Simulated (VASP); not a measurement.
# Re (R-3m) in VASP: further runs, part 2 of 2

VASP 6.6.1.

## (3) Electric field gradients, PBEsol (14.96 Å³/atom)

This run uses another cell than the first one, of 14.96 Å³/atom.

Contents of INCAR:

```
PREC     = Accurate       # precision mode
ENCUT    = 520            # plane-wave cutoff, eV
EDIFF    = 1E-8           # SCF threshold, eV
ISMEAR   = -1             # smearing method
SIGMA    = 0.05           # smearing width, eV
LREAL    = F              # projectors in reciprocal space
LASPH    = T              # aspherical terms in the spheres
NELM     = 60             # most SCF steps
ALGO     = Normal         # electronic algorithm
ISIF     = 2              # what is computed and relaxed
LWAVE    = F              # write WAVECAR
LCHARG   = F              # write CHGCAR
GGA      = PS             # functional
LEFG     = T            
NBANDS   = 18             # bands
```

Contents of KPOINTS:

```
regular mesh
0
Gamma
  15 15 15
```

Contents of POSCAR:

```
Re
1.0
    1.3885209375      0.8016629370      6.7208627639
   -1.3885209375      0.8016629370      6.7208627639
    0.0000000000     -1.6033258741      6.7208627639
Re
3
Direct
    0.0000000000      0.0000000000      0.0000000000
    0.2221738800      0.2221738800      0.2221738800
    0.7778261200      0.7778261200      0.7778261200
```

Potentials or basis: VASP PAW PBE potentials, release 64 (Re).

On the command line:

```bash
cat potpaw_PBE.64/Re/POTCAR > POTCAR
mpirun -np 1 vasp_std > vasp.out
```

OUTCAR:

```text
PREC = Accurate
   ENCUT = 520
   EDIFF = 1E-8
   ISMEAR = -1
   LREAL = F
   LASPH = T
   NELM = 60
   ISIF = 2
   GGA = PS

 ion  position               nearest neighbor table
   1  0.000  0.000  0.000-   3 2.76   3 2.76   2 2.76   2 2.76   3 2.76   2 2.76
   2  0.222  0.222  0.222-   3 2.75   3 2.75   3 2.75   1 2.76   1 2.76   1 2.76
   3  0.778  0.778  0.778-   2 2.75   2 2.75   2 2.75   1 2.76   1 2.76   1 2.76

  LATTYP: Found a trigonal (rhomboedric) cell.
 ALAT       =     6.9094609160
 COS(alpha) =     0.9192306603

  Lattice vectors:

 A1 = (   1.3885209375,   0.8016629370,   6.7208627639)
 A2 = (  -1.3885209375,   0.8016629370,   6.7208627639)
 A3 = (   0.0000000000,  -1.6033258741,   6.7208627639)

Analysis of symmetry for initial positions (statically):
=====================================================================
 Subroutine PRICEL returns:
 Original cell was already a primitive cell.

 Routine SETGRP: Setting up the symmetry group for a
 trigonal (rhombohedral) supercell.

 Subroutine GETGRP returns: Found 12 space group operations
 (whereof 12 operations were pure point group operations)
 out of a pool of 12 trial point group operations.

The static configuration has the point symmetry D_3d.

Analysis of symmetry for dynamics (positions and initial velocities):
=====================================================================
 Subroutine PRICEL returns:
 Original cell was already a primitive cell.

 Routine SETGRP: Setting up the symmetry group for a
 trigonal (rhombohedral) supercell.

 Subroutine GETGRP returns: Found 12 space group operations
 (whereof 12 operations were pure point group operations)
 out of a pool of 12 trial point group operations.

The dynamic configuration has the point symmetry D_3d.

 Subroutine INISYM returns: Found 12 space group operations
 (whereof 12 operations are pure point group operations),
 and found     1 'primitive' translations

----------------------------------------------------------------------------------------

                                     Primitive cell

  volume of cell :      44.8870

  direct lattice vectors                    reciprocal lattice vectors
     1.388520938  0.801662937  6.720862764     0.360095398  0.207901175  0.049596807
    -1.388520938  0.801662937  6.720862764    -0.360095398  0.207901175  0.049596807
     0.000000000 -1.603325874  6.720862764     0.000000000 -0.415802350  0.049596807

  length of vectors
     6.909460916  6.909460916  6.909460916     0.418749851  0.418749851  0.418749851

  position of ions in fractional coordinates (direct lattice)
     0.000000000  0.000000000  0.000000000
     0.222173880  0.222173880  0.222173880
     0.777826120  0.777826120  0.777826120

  ion indices of the primitive-cell ions
   primitive index   ion index
                 1           1
                 2           2
[... 81 lines left out ...]
   POTIM  = 0.5000    time-step for ionic-motion
   TEBEG  =    0.0;   TEEND  =   0.0 temperature during run
   PSTRESS=    0.0 pullay stress
   NELECT =      21.0000    total number of electrons
   NUPDOWN=      -1.0000    fix difference up-down
   EMIN   =  10.00;   EMAX   =-10.00  energy-range for DOS
   EFERMI =   0.00;   METHOD = LEGACY
   ISMEAR =    -1;   SIGMA  =   0.05  broadening in eV -4-tet -1-fermi 0-gaus
   EFERMI_NEDOS =   21; number of points for ismear=-14 and -15
   IALGO  =     38    algorithm
   IMIX   =      4    mixing-type and parameters
     AMIX     =   0.40;   BMIX     =  1.00
     AMIX_MAG =   1.60;   BMIX_MAG =  1.00
  volume/ion in A,a.u.               =      14.96       100.97
  Fermi-wavevector in a.u.,A,eV,Ry     =   1.270889  2.401633 21.975584  1.615160
  Thomas-Fermi vector in A             =   2.403852
   LORBIT       =      0    0 simple, 1 ext, 2 COOP (PROOUT), +10 PAW based schemes
   GGA     = PS    functional components
   LHFCALC =     F    Hartree Fock is set to
   AEXX    =    0.0000 exact exchange contribution
   IVDW    =     0    specifies the selected vdW correction
   LEPSILON=     F    determine dielectric tensor
   LRPA    =     F    only Hartree local field effects (RPA)
 non-spin polarized calculation
  energy-cutoff  :      520.00
  volume of cell :       44.89
 maximum number of plane-waves:      1224
 NGX is ok and might be reduce to    54
   NGX = 25   NGY = 25   NGZ = 25

 number of electron      21.0000001 magnetization

 Free energy of the ion-electron system (eV)
  ---------------------------------------------------
  ext. energy  EPLUGINS =         0.00000000
  ---------------------------------------------------
  free energy    TOTEN  =       -40.04403831 eV

  energy without entropy =      -40.02321227  energy(sigma->0) =      -40.03362529

 E-fermi :   7.6011     XC(G=0): -13.7281

 val. band max:        7.5989175724   @ k =  -0.3333  -0.3333   0.2000
 cond. band min:       7.6027635676   @ k =  -0.1333  -0.1333   0.0667
 fundamental gap:      0.0038459952
 Fermi energy:         7.6010842886

 k-point     1 :       0.0000    0.0000    0.0000
  band No.  band energies     occupation
      1      -2.2701      2.00000
      2       0.7895      2.00000
      3       0.8511      2.00000
      4       5.6816      2.00000
      5       5.6816      2.00000
      6       5.7877      2.00000
[... 481 lines left out ...]
      5       4.3586      2.00000
      6       4.9135      2.00000
[... 10 lines left out ...]
     17      11.3311      0.00000
     18      12.2985      0.00000

 [... further k-points ...]

------------------------ aborting loop because EDIFF is reached ----------------------------------------

  FORCE on cell =-STRESS in cart. coord.  units (eV):
  Direction    XX          YY          ZZ          XY          YZ          ZX
  --------------------------------------------------------------------------------------
  -------------------------------------------------------------------------------------
  Total       -2.7757424     -2.7757424     -3.0660119      0.0000000      0.0000000      0.0000000
  in kB      -99.0761728    -99.0761728   -109.4369314      0.0000000      0.0000000      0.0000000
  external PRESSURE =    -102.5297590 kB  Pullay stress =       0.0000000 kB

 VOLUME and BASIS-vectors are now :
 -----------------------------------------------------------------------------
  energy-cutoff  :      520.00
  volume of cell :       44.89
      direct lattice vectors                 reciprocal lattice vectors
     1.388520938  0.801662937  6.720862764     0.360095398  0.207901175  0.049596807
    -1.388520938  0.801662937  6.720862764    -0.360095398  0.207901175  0.049596807
     0.000000000 -1.603325874  6.720862764     0.000000000 -0.415802350  0.049596807

 POSITION                                       TOTAL-FORCE (eV/Angst)
 -----------------------------------------------------------------------------------
      0.00000      0.00000      0.00000         0.000000      0.000000     -0.000000
      0.00000     -0.00000      4.47960         0.000000      0.000000     -0.020716
      0.00000     -0.00000     15.68299         0.000000     -0.000000      0.020716
 -----------------------------------------------------------------------------------
    total drift:                                0.000000     -0.000000     -0.000000

  FREE ENERGIE OF THE ION-ELECTRON SYSTEM (eV)
  ---------------------------------------------------
  free  energy   TOTEN  =       -40.0440383065 eV

  energy  without entropy=      -40.0232122745  energy(sigma->0) =      -40.03362529

 Electric field gradients (V/A^2)
---------------------------------------------------------------------
 ion       V_xx      V_yy      V_zz      V_xy      V_xz      V_yz
---------------------------------------------------------------------
   1      39.889    39.889   -79.778     0.000     0.000     0.000
   2      17.888    17.888   -35.777     0.000    -0.000     0.000
   3      17.888    17.888   -35.777     0.000    -0.000     0.000
---------------------------------------------------------------------

 Electric field gradients after diagonalization (V/A^2)
 (convention: |V_zz| > |V_xx| > |V_yy|)
----------------------------------------------------------------------
 ion       V_xx      V_yy      V_zz     asymmetry (V_yy - V_xx)/ V_zz
----------------------------------------------------------------------
   1      39.889    39.889   -79.778       0.000
   2      17.888    17.888   -35.777       0.000
   3      17.888    17.888   -35.777       0.000
----------------------------------------------------------------------

           NMR quadrupolar parameters

 Cq : quadrupolar parameter    Cq=e*Q*V_zz/h
 eta: asymmetry parameters     (V_yy - V_xx)/ V_zz
 Q  : nuclear electric quadrupole moment in mb (millibarn)
----------------------------------------------------------------------
 ion       Cq(MHz)       eta       Q (mb)
----------------------------------------------------------------------
   1      -0.193       0.000       1.000
   2      -0.087       0.000       1.000
   3      -0.087       0.000       1.000
----------------------------------------------------------------------
```

It took 25 min on 1 thread of Intel Xeon 6975P-C (Granite Rapids), shared host; peak memory 0.54 GiB.

Results:

```
Free energy                             : -40.0440 eV
Pressure                                : -10.3 GPa
Largest force                           : 0.021 eV/Å
Band gap on the k mesh                  : zero (an odd number of electrons rules out a gap without spin polarisation)
Largest electric field gradient by atom : Re -79.8, -35.8 (each value once) V/Å²
```

Forces in eV/Å, atoms in the order of the input:
```
Re   0.000  0.000  0.000
Re   0.000  0.000 -0.021
Re   0.000  0.000  0.021
```

Electric field gradients, principal values (V/Å²):
```
atom   least  middle  greatest (by size)
1 Re  39.889  39.889             -79.778
2 Re  17.888  17.888             -35.777
3 Re  17.888  17.888             -35.777
```

Caveat: the cell stands under tension; without QUAD_EFG the Cq values of the log hold for a quadrupole moment of 1 mb, not for the nuclei; the PAW data sets were made with another functional, which shifts forces and pressure a little; spin-orbit coupling is left out, which moves the levels of the heavy elements.

## (4) Electric field gradients, PBEsol (14.96 Å³/atom)

This run uses another cell than the first one, of 14.96 Å³/atom.

Contents of INCAR:

```
SYSTEM = Re
PREC = Accurate ; ENCUT = 520
EDIFF = 1E-8 ; ISMEAR = -1
SIGMA = 0.05 ; LREAL = .False.
LASPH = .True. ; NELM = 60
ALGO = Normal ; ISIF = 2
LWAVE = .False. ; LCHARG = .False.
GGA = PS ; LEFG = .True.
NBANDS = 18
```

Contents of KPOINTS:

```
regular mesh
0
Gamma
  15 15 15
  0 0 0
```

POSCAR is that of step 3.

Potentials or basis: VASP PAW PBE potentials, release 64 (Re).

On the command line:

```bash
cat potpaw_PBE.64/Re/POTCAR > POTCAR
mpirun -np 1 vasp_std > vasp.out
```

OUTCAR:

```text
SYSTEM = Re
   PREC = Accurate
   ENCUT = 520
   EDIFF = 1E-8
   ISMEAR = -1
   LREAL = .False.
   LASPH = .True.
   NELM = 60
   ISIF = 2
   GGA = PS

 ion  position               nearest neighbor table
   1  0.000  0.000  0.000-   3 2.76   3 2.76   2 2.76   2 2.76   3 2.76   2 2.76
   2  0.222  0.222  0.222-   3 2.75   3 2.75   3 2.75   1 2.76   1 2.76   1 2.76
   3  0.778  0.778  0.778-   2 2.75   2 2.75   2 2.75   1 2.76   1 2.76   1 2.76

  LATTYP: Found a trigonal (rhomboedric) cell.
 ALAT       =     6.9094609160
 COS(alpha) =     0.9192306603

  Lattice vectors:

 A1 = (   1.3885209375,   0.8016629370,   6.7208627639)
 A2 = (  -1.3885209375,   0.8016629370,   6.7208627639)
 A3 = (   0.0000000000,  -1.6033258741,   6.7208627639)

Analysis of symmetry for initial positions (statically):
=====================================================================
 Subroutine PRICEL returns:
 Original cell was already a primitive cell.

[... 701 lines left out ...]
     0.000000000 -1.603325874  6.720862764     0.000000000 -0.415802350  0.049596807

 POSITION                                       TOTAL-FORCE (eV/Angst)
 -----------------------------------------------------------------------------------
      0.00000      0.00000      0.00000         0.000000      0.000000     -0.000000
      0.00000     -0.00000      4.47960         0.000000      0.000000     -0.020716
      0.00000     -0.00000     15.68299         0.000000     -0.000000      0.020716
 -----------------------------------------------------------------------------------
    total drift:                                0.000000     -0.000000     -0.000000

  FREE ENERGIE OF THE ION-ELECTRON SYSTEM (eV)
  ---------------------------------------------------
  free  energy   TOTEN  =       -40.0440383065 eV

  energy  without entropy=      -40.0232122745  energy(sigma->0) =      -40.03362529

 Electric field gradients (V/A^2)
---------------------------------------------------------------------
 ion       V_xx      V_yy      V_zz      V_xy      V_xz      V_yz
---------------------------------------------------------------------
   1      39.889    39.889   -79.778     0.000     0.000     0.000
   2      17.888    17.888   -35.777     0.000    -0.000     0.000
   3      17.888    17.888   -35.777     0.000    -0.000     0.000
---------------------------------------------------------------------

 Electric field gradients after diagonalization (V/A^2)
 (convention: |V_zz| > |V_xx| > |V_yy|)
----------------------------------------------------------------------
 ion       V_xx      V_yy      V_zz     asymmetry (V_yy - V_xx)/ V_zz
----------------------------------------------------------------------
   1      39.889    39.889   -79.778       0.000
   2      17.888    17.888   -35.777       0.000
   3      17.888    17.888   -35.777       0.000
----------------------------------------------------------------------

           NMR quadrupolar parameters

 Cq : quadrupolar parameter    Cq=e*Q*V_zz/h
 eta: asymmetry parameters     (V_yy - V_xx)/ V_zz
 Q  : nuclear electric quadrupole moment in mb (millibarn)
----------------------------------------------------------------------
 ion       Cq(MHz)       eta       Q (mb)
----------------------------------------------------------------------
   1      -0.193       0.000       1.000
   2      -0.087       0.000       1.000
   3      -0.087       0.000       1.000
----------------------------------------------------------------------
```

OSZICAR:

```text
N       E                     dE             d eps       ncg     rms          rms(c)
DAV:   1     0.695575688325E+02    0.69558E+02   -0.96891E+03 23898   0.139E+03
DAV:   2    -0.343637051468E+02   -0.10392E+03   -0.95027E+02 23118   0.405E+02
DAV:   3    -0.418744391288E+02   -0.75107E+01   -0.64813E+01 20290   0.214E+02
DAV:   4    -0.423660306183E+02   -0.49159E+00   -0.45833E+00 21002   0.357E+01
DAV:   5    -0.423870594124E+02   -0.21029E-01   -0.20700E-01 20680   0.648E+00    0.527E+01
DAV:   6    -0.406266223610E+02    0.17604E+01   -0.18086E+00 20772   0.319E+01    0.209E+01
DAV:   7    -0.401856878914E+02    0.44093E+00   -0.19201E+00 24418   0.306E+01    0.274E+00
DAV:   8    -0.400586611864E+02    0.12703E+00   -0.56572E-01 23772   0.153E+01    0.589E-01
DAV:   9    -0.400452369055E+02    0.13424E-01   -0.23670E-02 19614   0.135E+00    0.258E-01
DAV:  10    -0.400440749654E+02    0.11619E-02   -0.18770E-03 23126   0.891E-01    0.108E-01
DAV:  11    -0.400440717717E+02    0.31937E-05   -0.63543E-05 20524   0.790E-02    0.760E-02
DAV:  12    -0.400440386336E+02    0.33138E-04   -0.65554E-05 19834   0.945E-02    0.913E-03
DAV:  13    -0.400440389944E+02   -0.36084E-06   -0.28741E-06 21358   0.266E-02    0.785E-03
DAV:  14    -0.400440386493E+02    0.34512E-06   -0.40300E-07 20704   0.112E-02    0.592E-03
DAV:  15    -0.400440384280E+02    0.22132E-06   -0.22031E-07 19554   0.823E-03    0.288E-03
DAV:  16    -0.400440383221E+02    0.10590E-06   -0.21348E-08  8840   0.321E-03    0.750E-04
DAV:  17    -0.400440383080E+02    0.14076E-07   -0.22481E-08  9784   0.267E-03    0.884E-04
DAV:  18    -0.400440383065E+02    0.15173E-08   -0.77448E-09  7442   0.322E-03
   1 F= -.40044038E+02 E0= -.40033625E+02  d E =-.208260E-01
```

stdout:

```text
POSCAR found type information on POSCAR Re
 POSCAR found :  1 types and       3 ions
 scaLAPACK will be used
 -----------------------------------------------------------------------------
|                                                                             |
|                                                                             |
|     You enforced a specific xc type in the INCAR file but a different       |
|     I HOPE YOU KNOW WHAT YOU ARE DOING!                                     |
|                                                                             |
 -----------------------------------------------------------------------------

 LDA part: xc-table for (Slater+PW92), standard interpolation
 POSCAR, INCAR and KPOINTS ok, starting setup
 FFT: planning ... GRIDC
 FFT: planning ... GRID_SOFT
 FFT: planning ... GRID
 WAVECAR not read
 entering main loop
ion   1

ion   2

ion   3
```

Wall time 19 min (1 thread of Intel Xeon 6975P-C (Granite Rapids), shared host); peak memory 0.55 GiB.

What came out:

```yaml
Free_energy: -40.0440 eV
Pressure: -10.3 GPa
Largest_force: 0.021 eV/Å
Band_gap_on_the_k_mesh: zero (an odd number of electrons rules out a gap without spin polarisation)
Largest_electric_field_gradient_by_atom: Re -79.8, -35.8 (each value once) V/Å²
```

Forces in eV/Å, atoms in the order of the input:
```
Re   0.000  0.000  0.000
Re   0.000  0.000 -0.021
Re   0.000  0.000  0.021
```

Stress tensor (GPa, compression positive):
```
 -9.91   0.00   0.00
  0.00  -9.91   0.00
  0.00   0.00 -10.94
```

Levels at points of the mesh, in eV from the Fermi level:
```csv
k point,band 7,band 8,band 9,band 10,band 11,band 12,band 13,band 14
"(0.00, 0.00, 0.00)",-1.77,-1.59,-1.52,-1.52,-1.13,-1.13,0.54,0.54
```

Electric field gradients, principal values (V/Å²):
| atom | least | middle | greatest (by size) |
| --- | --- | --- | --- |
| 1 Re | 39.889 | 39.889 | -79.778 |
| 2 Re | 17.888 | 17.888 | -35.777 |
| 3 Re | 17.888 | 17.888 | -35.777 |

Caveat: the cell stands under tension; without QUAD_EFG the Cq values of the log hold for a quadrupole moment of 1 mb, not for the nuclei; the PAW data sets were made with another functional, which shifts forces and pressure a little; spin-orbit coupling is left out, which moves the levels of the heavy elements.
